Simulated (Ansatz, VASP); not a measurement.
# Two plane-wave programs on Sb

```
Sb
1.0
    -3.04150    3.04150    1.65919
     3.04150   -3.04150    1.65919
     3.04150    3.04150   -1.65919
Sb
2
Direct
  0.00000 0.00000 0.00000
  0.75000 0.25000 0.50000
```

Alike in both runs: task relaxation of cell and atoms; functional PBEsol; k mesh 6 × 6 × 6; occupations gaussian, width 0.1 eV; no spin polarisation.

|  | VASP | Ansatz |
| --- | --- | --- |
| version | VASP 6.6.1 | Ansatz 0.2.0 |
| potentials or method | VASP PAW PBE potentials, release 64 (Sb), cutoff 600 eV | scalar-relativistic, plane waves, PAW |
| valence electrons in the cell | 10 | 30 |

VASP gave:

```
gap on the k mesh at the Fermi level, each at its own relaxed structure (eV) : none
relaxed volume (Å³/atom)                                                     : 28.37
relaxed cell length with the largest relative difference (Å)                 : 4.502
```

Estimate Ansatz's values.

gap on the k mesh at the Fermi level, each at its own relaxed structure (eV): none; relaxed volume (Å³/atom): 28.38; relaxed cell length with the largest relative difference (Å): 4.495.

VASP's potentials were made for PBE, not for PBEsol. A gap of «none» marks a metal or a gap that the smearing closes. VASP's potentials hold 10 valence electrons a cell and Ansatz's 30, so a difference there can come from the potentials and not from the codes.

Spin-orbit coupling is off throughout.
